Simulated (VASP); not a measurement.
# Al47CuN48 (a cell with a defect) in VASP: further runs, part 3 of 3

VASP 6.6.1.

## Step 4: Single point, PBE

Contents of INCAR:

```
ALGO     = Normal         # electronic algorithm
EDIFF    = 1E-6           # SCF threshold, eV
ENCUT    = 520            # plane-wave cutoff, eV
GGA      = PE             # functional
GGA_COMPAT= False        
ISIF     = 2              # what is computed and relaxed
ISMEAR   = 0              # smearing method
ISYM     = -1           
LASPH    = True           # aspherical terms in the spheres
LCHARG   = False          # write CHGCAR
LREAL    = Auto         
LWAVE    = False          # write WAVECAR
NBANDS   = 250            # bands
NELECT   = 394.0        
NELM     = 120            # most SCF steps
PREC     = Accurate       # precision mode
SIGMA    = 0.01           # smearing width, eV
```

Contents of KPOINTS:

```
explicit points
1
Reciprocal
  0.25000000   0.25000000   0.25000000 1
```

Contents of POSCAR:

```
Al47CuN48
1.0
    9.3892708211      5.4208981504      0.0000000000
   -9.3892709202      5.4208979788      0.0000000000
    0.0000000000      0.0000000000     10.0348065900
Al N Cu
47 48 1
Direct
   -0.0001602513      0.1663557389      0.2499128435
    0.1664859610      0.0007605317      0.2509070746
    0.3333404535      0.3343145137      0.2505031614
    0.0027098782      0.3352765320      0.4984867753
    0.1687625116      0.1692537312      0.4984915989
    0.3332794331      0.0004695894      0.4988146641
    0.0007064512      0.1672282528      0.7484350820
    0.1667394777     -0.0000197024      0.7490029441
    0.3333542630      0.3340569073      0.7488351564
   -0.0004072802      0.3330960631      0.9994895140
    0.1665833826      0.1660928721      0.9994939313
    0.3333230011     -0.0002490525      0.9997159298
    0.0010826742      0.6667057912      0.2509109607
    0.1677992603      0.4998581163      0.2504981270
    0.3333259680      0.8333434101      0.2499147249
   -0.0000303058      0.8331698252      0.4998665669
    0.1672042622      0.6643527386      0.4984859776
    0.0000273588      0.6664452436      0.7490050074
    0.1675340060      0.4998770372      0.7488123255
    0.3333367005      0.8324796786      0.7484385085
   -0.0000115264      0.8331791044      0.9999171857
    0.1663276465      0.6665895496      0.9994989451
    0.3333382366      0.4998458857      0.9929007492
    0.5001944853      0.1676039785      0.2509050884
    0.6655755915     -0.0010622220      0.2508935482
    0.8342457486      0.3330015575      0.2509131623
    0.4978371768      0.3337363048      0.4984811091
    0.6666295047      0.1664687869      0.4998651607
    0.8326012158     -0.0008849305      0.4987651530
    0.4999232838      0.1665494814      0.7490011180
    0.6666283480     -0.0002689226      0.7489970726
    0.8334560108      0.3332658983      0.7490073775
    0.5000895532      0.3328393600      0.9995134898
    0.6666617937      0.1664950404      0.9999171640
    0.8333989509     -0.0000891650      0.9997281494
    0.4988383149      0.6653561391      0.2505558747
    0.6668262772      0.4998405857      0.2499191087
    0.8324206573      0.8320814265      0.2508938382
    0.4993530185      0.8304119791      0.4984871512
    0.6638961060      0.6658749650      0.4984829891
    0.8339520749      0.4997964101      0.4988433437
    0.4991549434      0.6656782189      0.7488371104
    0.6659404976      0.4998572675      0.7484212786
    0.8332141404      0.8331589248      0.7489993931
    0.5003290577      0.8335816009      0.9995192899
    0.6670709346      0.6668329040      0.9995268827
    0.8332301589      0.4998357089      0.9997108230
   -0.0011410806      0.1653851482      0.4401476324
    0.1652981695     -0.0021670119      0.4409807526
    0.3333174269      0.3185722907      0.4333212182
   -0.0012428854      0.3313756581      0.1886233909
    0.1648665545      0.1652519383      0.1886235949
    0.3333013411      0.0007473711      0.1903363691
   -0.0002857857      0.1662208556      0.9393636787
    0.1665586029     -0.0009830669      0.9398923501
    0.3333722136      0.3298150823      0.9414200341
   -0.0010244820      0.3327287835      0.6904503120
    0.1662201681      0.1654950769      0.6904510519
    0.3332878884     -0.0002294086      0.6901908226
   -0.0007119224      0.6678976622      0.4410030797
    0.1520243786      0.4998411592      0.4333187553
    0.3332938115      0.8342531998      0.4401559477
   -0.0000358564      0.8331504186      0.1902226688
    0.1671992585      0.6682758974      0.1886202032
    0.3333115880      0.4998121720      0.1847889349
   -0.0006991335      0.6666753624      0.9399025150
    0.1632951951      0.4998810468      0.9414083352
    0.3333709287      0.8335062446      0.9393714873
   -0.0000333457      0.8331623859      0.6909686952
    0.1660575238      0.6669458171      0.6904332048
    0.3333405082      0.4998600430      0.7144789392
    0.5013616039      0.1658195247      0.4409846470
    0.6672987220      0.0018651587      0.4409624709
    0.8312973553      0.3318014294      0.4409966530
    0.5017766804      0.3337095624      0.1886298207
    0.6666445713      0.1664763141      0.1902236989
    0.8323869584     -0.0011077069      0.1903403132
    0.5001592899      0.1658132638      0.9398918990
    0.6674077585      0.0007054962      0.9398867742
    0.8325063930      0.3330693366      0.9399073991
    0.5004195651      0.3325717139      0.6904381170
    0.6666376023      0.1664879402      0.6909683980
    0.8333384128     -0.0001386317      0.6901496328
    0.5145190472      0.6810499749      0.4333846917
    0.6677276243      0.4998189215      0.4401516810
    0.8353299190      0.8337982201      0.4409606741
    0.4994200891      0.8343642856      0.1886455157
    0.6678506591      0.6659151309      0.1886507344
    0.8342420164      0.4998080188      0.1903423316
    0.5034149950      0.6699239037      0.9414199457
    0.6669869025      0.4998787140      0.9393657448
    0.8341902638      0.8339188534      0.9398898386
    0.5005659054      0.8341904131      0.6904444642
    0.6676678251      0.6670784417      0.6904524088
    0.8332429848      0.4998108108      0.6902062748
    0.3331528328      0.4996976102      0.5089892653
```

On the command line:

```console
$ cat potpaw_PBE.64/Al/POTCAR potpaw_PBE.64/N/POTCAR potpaw_PBE.64/Cu/POTCAR > POTCAR
$ mpirun -np 1 vasp_std > vasp.out
```

It took 17 min on 1 thread of Intel Xeon Platinum 8259CL at 2.50GHz (Skylake/Cascade Lake), shared host; peak memory 1.1 GiB.

Results (log left out):

```
Free energy   : -694.1781 eV
Largest force : 0.023 eV/Å
```

Forces in eV/Å, atoms in the order of the input:
```
Al   0.001  0.004 -0.001
Al   0.001  0.002  0.001
Al   0.002  0.001  0.003
Al  -0.001 -0.001 -0.002
Al   0.003 -0.002 -0.004
Al  -0.002  0.000  0.004
Al   0.002  0.000 -0.004
Al   0.001  0.001  0.002
Al   0.000  0.003  0.009
Al   0.000 -0.002  0.003
Al   0.001  0.000  0.001
Al  -0.001  0.001  0.003
Al   0.002  0.002  0.001
Al   0.001  0.002  0.004
Al   0.002  0.001  0.002
Al   0.001 -0.003  0.002
Al  -0.001 -0.002 -0.003
Al   0.003  0.002  0.004
Al   0.002  0.004  0.007
Al   0.001  0.002 -0.001
Al   0.001 -0.001  0.002
Al  -0.001 -0.001  0.004
Al   0.000 -0.004 -0.005
Al   0.001  0.000  0.000
Al   0.000  0.000  0.002
Al   0.002  0.003  0.002
Al  -0.002 -0.004 -0.002
Al  -0.003 -0.002  0.003
Al   0.000 -0.005  0.004
Al  -0.001  0.002  0.003
Al   0.003  0.001  0.003
Al   0.001  0.000  0.003
Al  -0.001 -0.003  0.000
Al  -0.001  0.000  0.002
Al   0.000  0.000  0.002
Al   0.001  0.004  0.001
Al   0.001  0.002  0.001
Al  -0.001  0.000  0.002
Al   0.003  0.004 -0.003
Al  -0.005  0.002 -0.003
Al  -0.001 -0.001 -0.001
Al   0.000  0.003  0.006
Al   0.003  0.002  0.002
Al  -0.001  0.001  0.002
Al   0.001 -0.002  0.002
Al  -0.002 -0.002  0.000
Al   0.003  0.001  0.005
N    0.001  0.005 -0.001
N   -0.003  0.002  0.000
N    0.021 -0.004 -0.007
N    0.000 -0.004 -0.001
N   -0.004 -0.003 -0.002
N   -0.001 -0.001 -0.001
N   -0.001  0.001 -0.001
N   -0.001  0.001 -0.002
N    0.002 -0.001  0.000
N   -0.001 -0.002 -0.001
N   -0.003 -0.002 -0.001
N    0.001  0.000  0.000
N   -0.002 -0.001 -0.001
N   -0.020 -0.005 -0.007
N    0.002  0.002  0.002
N   -0.001 -0.001 -0.002
N   -0.003 -0.002 -0.001
N   -0.003 -0.003 -0.001
N    0.001  0.001 -0.004
N    0.000  0.000  0.000
N    0.000 -0.001 -0.002
N    0.000  0.000 -0.002
N    0.001 -0.004 -0.003
N    0.000 -0.005  0.017
N    0.006  0.000  0.002
N   -0.003  0.001  0.002
N    0.000  0.003 -0.001
N   -0.001 -0.003 -0.002
N   -0.001 -0.001 -0.002
N   -0.001 -0.002  0.000
N    0.000  0.001 -0.002
N    0.000 -0.001  0.000
N    0.000  0.001 -0.004
N   -0.002 -0.004 -0.005
N    0.000  0.000 -0.002
N    0.000  0.000  0.001
N    0.002  0.023 -0.004
N    0.001  0.003  0.004
N    0.003  0.006  0.002
N   -0.002 -0.004 -0.001
N   -0.002 -0.002 -0.002
N   -0.002 -0.002 -0.002
N    0.000  0.005  0.000
N    0.000  0.000 -0.002
N    0.000 -0.001  0.000
N   -0.001 -0.005 -0.003
N   -0.001 -0.003 -0.006
N   -0.001  0.000 -0.001
Cu   0.000  0.001 -0.015
```

Levels at points of the mesh, in eV from the Fermi level:
| k point | band 195 | band 196 | band 197 | band 198 | band 199 | band 200 |
| --- | --- | --- | --- | --- | --- | --- |
| (0.25, 0.25, 0.25) | -0.14 | -0.12 | -0.05 | 2.76 | 3.01 | 3.18 |

Caveat: the cell carries a net charge on a neutralising background, which shifts energy and pressure; the cell is charged against a uniform background, so pressure and absolute levels hang on convention.

## Step 5: Single point, PBE

Contents of INCAR:

```
PREC     = Accurate       # precision mode
ENCUT    = 520            # plane-wave cutoff, eV
EDIFF    = 1E-6           # SCF threshold, eV
ISMEAR   = -1             # smearing method
SIGMA    = 0.01           # smearing width, eV
LREAL    = Auto         
LASPH    = T              # aspherical terms in the spheres
NELM     = 120            # most SCF steps
ALGO     = Normal         # electronic algorithm
ISIF     = 2              # what is computed and relaxed
LWAVE    = F              # write WAVECAR
LCHARG   = F              # write CHGCAR
GGA      = PE             # functional
NBANDS   = 250            # bands
GGA_COMPAT= F            
ISYM     = -1
```

KPOINTS is that of step 4.

Contents of POSCAR:

```
Al47CuN48
1.0
    9.3892708211      5.4208981504      0.0000000000
   -9.3892709202      5.4208979788      0.0000000000
    0.0000000000      0.0000000000     10.0348065900
Al N Cu
47 48 1
Direct
   -0.0000865740      0.1661881659      0.2496139162
    0.1668096503     -0.0001422793      0.2499422457
    0.3328421171      0.3327970062      0.2492110815
   -0.0013318696      0.3313574647      0.5000162577
    0.1649963675      0.1647382035      0.5000371618
    0.3335880314      0.0003460325      0.4997433914
    0.0002038621      0.1665064700      0.7498144350
    0.1671630740     -0.0002592224      0.7499403881
    0.3337670897      0.3318772785      0.7486928582
    0.0000273519      0.3328922182      0.9992676285
    0.1665388039      0.1662336504      0.9992810279
    0.3337092628      0.0000706068      1.0001056836
    0.0004960351      0.6664928500      0.2499559431
    0.1666428686      0.4992110539      0.2491847420
    0.3336837817      0.8333285915      0.2499891607
    0.0007495776      0.8330691113      0.5001735087
    0.1676723358      0.6672504040      0.5002126353
    0.0002973251      0.6666957434      0.7499401961
    0.1656343470      0.5000553229      0.7486284734
    0.3338806505      0.8336127521      0.7500535984
    0.0004748966      0.8332614954      1.0000129892
    0.1671376528      0.6668346954      0.9995651613
    0.3340154883      0.5003055233      0.9987951140
    0.5002560550      0.1667327244      0.2500309883
    0.6668630613      0.0000031383      0.2501387944
    0.8336617654      0.3331176761      0.2498771836
    0.5009235954      0.3337930055      0.5002279034
    0.6669485817      0.1670641638      0.5001569794
    0.8329934943     -0.0007041859      0.4996734956
    0.5004634618      0.1665421310      0.7499465763
    0.6675962074      0.0007913059      0.7501774348
    0.8335184669      0.3334461354      0.7499232851
    0.5005655534      0.3333626164      0.9995967253
    0.6670352738      0.1667591690      1.0000185911
    0.8335543988     -0.0001611831      1.0001449720
    0.5003970908      0.6667470960      0.2503202742
    0.6670511586      0.4999478217      0.2500293675
    0.8337276340      0.8331311425      0.2501436016
    0.5011337581      0.8354338457      0.5007314570
    0.6689967024      0.6673909069      0.5007436275
    0.8340694997      0.4998453067      0.4997087497
    0.5030258029      0.6693273656      0.7493037838
    0.6673389522      0.5001534808      0.7500222047
    0.8344803123      0.8338647853      0.7501885525
    0.5004749857      0.8337097134      0.9998118479
    0.6674164932      0.6667524321      0.9998334780
    0.8338437783      0.4999859603      1.0000927599
   -0.0006956734      0.1655546135      0.4402877356
    0.1664403652     -0.0012741852      0.4405066940
    0.3317360406      0.3235787028      0.4382435620
   -0.0001769102      0.3325067012      0.1896099365
    0.1661817793      0.1660107832      0.1895846247
    0.3335710851      0.0000061859      0.1906980989
    0.0000738028      0.1663623200      0.9402827888
    0.1671371699     -0.0001201354      0.9404872350
    0.3336828966      0.3332217905      0.9401163898
   -0.0002412537      0.3328029615      0.6906517763
    0.1665176893      0.1660118283      0.6906811916
    0.3337841052      0.0001208493      0.6905682491
    0.0003741156      0.6667516862      0.4406057958
    0.1576905537      0.4981962491      0.4382399143
    0.3339751660      0.8337705841      0.4406935734
    0.0002764124      0.8330162362      0.1904531165
    0.1671455110      0.6666106663      0.1901898893
    0.3337563380      0.4999799615      0.1901060967
    0.0003882540      0.6666178584      0.9405807604
    0.1669848494      0.4999586838      0.9400801825
    0.3337777949      0.8335254735      0.9406828837
    0.0006141484      0.8333001961      0.6908632538
    0.1670929957      0.6671326235      0.6906977664
    0.3351538876      0.5014137193      0.6978622138
    0.5005852688      0.1666214654      0.4406613358
    0.6676421902      0.0016984267      0.4406644160
    0.8326183811      0.3327989824      0.4404705528
    0.5003327669      0.3333882767      0.1902278602
    0.6667974408      0.1665950125      0.1904575730
    0.8332086289     -0.0005332060      0.1906836618
    0.5003556818      0.1666424160      0.9405922367
    0.6672501472      0.0002880633      0.9407538748
    0.8336185822      0.3334113288      0.9404870370
    0.5008256509      0.3333366999      0.6907341990
    0.6670765112      0.1669361219      0.6908493253
    0.8336069271     -0.0001160148      0.6905687910
    0.5107228474      0.6771799768      0.4398879980
    0.6674249016      0.5002151398      0.4407315191
    0.8353666394      0.8338507677      0.4406908170
    0.5001400889      0.8333970219      0.1903804576
    0.6670782647      0.6664167247      0.1904404512
    0.8337115299      0.4998315322      0.1906810543
    0.5010230944      0.6672960234      0.9406191338
    0.6672661134      0.5000596083      0.9406975884
    0.8340254291      0.8335393035      0.9407731794
    0.5009191143      0.8346151276      0.6911856346
    0.6682989086      0.6671886289      0.6912037882
    0.8338386574      0.5000551069      0.6905544188
    0.3358741511      0.5015518257      0.4980411367
```

On the command line:

```console
$ cat potpaw_PBE.64/Al/POTCAR potpaw_PBE.64/N/POTCAR potpaw_PBE.64/Cu/POTCAR > POTCAR
$ mpirun -np 1 vasp_std > vasp.out
```

Wall time 37 min (1 thread of Intel Xeon Platinum 8259CL at 2.50GHz (Skylake/Cascade Lake), shared host); peak memory 1.2 GiB.

Results (log left out):

| Property | Result |
| --- | --- |
| Free energy | -708.4000 eV |
| Pressure | 0.3 GPa |
| Largest force | 0.057 eV/Å |

Forces on the atoms (eV/Å):
```
Al   0.002  0.001  0.004
Al   0.002  0.001 -0.005
Al   0.003  0.001  0.009
Al   0.002  0.015 -0.005
Al   0.003  0.013 -0.003
Al   0.004 -0.002 -0.002
Al   0.006 -0.001  0.000
Al  -0.006  0.001  0.004
Al   0.002 -0.008 -0.007
Al   0.002 -0.006  0.000
Al   0.005  0.005 -0.004
Al  -0.009  0.005  0.002
Al  -0.003  0.000  0.004
Al   0.000  0.000  0.015
Al  -0.003 -0.002  0.006
Al  -0.001 -0.004  0.004
Al   0.014 -0.002 -0.006
Al  -0.003  0.001  0.001
Al  -0.004 -0.006 -0.011
Al   0.000 -0.001 -0.005
Al  -0.002  0.002  0.001
Al  -0.005 -0.005  0.004
Al   0.011 -0.003  0.012
Al  -0.003  0.003 -0.003
Al  -0.002  0.003 -0.002
Al  -0.005  0.000  0.003
Al  -0.016 -0.002 -0.002
Al  -0.004 -0.002  0.004
Al   0.007  0.002  0.006
Al  -0.008  0.002  0.004
Al   0.003  0.001  0.003
Al   0.000 -0.001  0.004
Al  -0.002 -0.002  0.002
Al  -0.005 -0.001  0.002
Al   0.001 -0.002  0.001
Al   0.003 -0.010 -0.004
Al  -0.002 -0.005  0.002
Al   0.003 -0.001 -0.001
Al   0.002 -0.003 -0.001
Al   0.005 -0.004  0.001
Al  -0.005 -0.001  0.002
Al   0.000 -0.001 -0.001
Al  -0.002 -0.003  0.002
Al   0.003  0.004  0.002
Al   0.001  0.003  0.004
Al   0.003  0.004  0.005
Al  -0.002 -0.002  0.002
N   -0.001 -0.005  0.000
N    0.001 -0.003 -0.001
N    0.048 -0.030 -0.003
N   -0.002  0.000 -0.009
N    0.001  0.000 -0.002
N    0.001 -0.003  0.000
N   -0.002  0.001  0.000
N    0.002 -0.001  0.000
N   -0.004 -0.001  0.002
N   -0.002  0.001  0.002
N    0.001 -0.003  0.001
N    0.002  0.001 -0.002
N   -0.004  0.002  0.000
N   -0.037 -0.022 -0.012
N   -0.005  0.001  0.000
N    0.002  0.002  0.002
N    0.000  0.002 -0.007
N   -0.004  0.005 -0.007
N    0.004  0.000 -0.002
N   -0.001  0.001 -0.003
N    0.003 -0.001 -0.001
N    0.001  0.001 -0.005
N   -0.001  0.000  0.003
N    0.013  0.010  0.025
N    0.003 -0.002 -0.002
N   -0.005  0.002  0.000
N    0.001 -0.004 -0.001
N    0.000 -0.001  0.000
N    0.002 -0.002  0.002
N   -0.003 -0.002 -0.002
N    0.002 -0.001 -0.003
N    0.001  0.001 -0.001
N    0.002  0.004 -0.001
N    0.006  0.002 -0.002
N    0.004  0.000 -0.006
N   -0.002 -0.003 -0.006
N   -0.001  0.035  0.001
N    0.003  0.000  0.000
N    0.000  0.002 -0.001
N    0.003  0.001 -0.003
N   -0.004  0.000 -0.002
N    0.001  0.001  0.000
N   -0.003  0.002 -0.002
N   -0.001 -0.002 -0.001
N   -0.001 -0.003 -0.002
N   -0.004  0.003  0.003
N    0.003  0.003  0.000
N    0.003  0.001 -0.003
Cu  -0.019  0.013 -0.005
```

Stress tensor (GPa, compression positive):
```
 0.28 -0.02  0.01
-0.02  0.56  0.12
 0.01  0.12  0.15
```

Levels at points of the mesh, in eV from the Fermi level:
```tsv
k point	band 194	band 195	band 196	band 197	band 198	band 199
(0.25, 0.25, 0.25)	-0.79	-0.02	-0.01	0.00	4.55	4.81
```
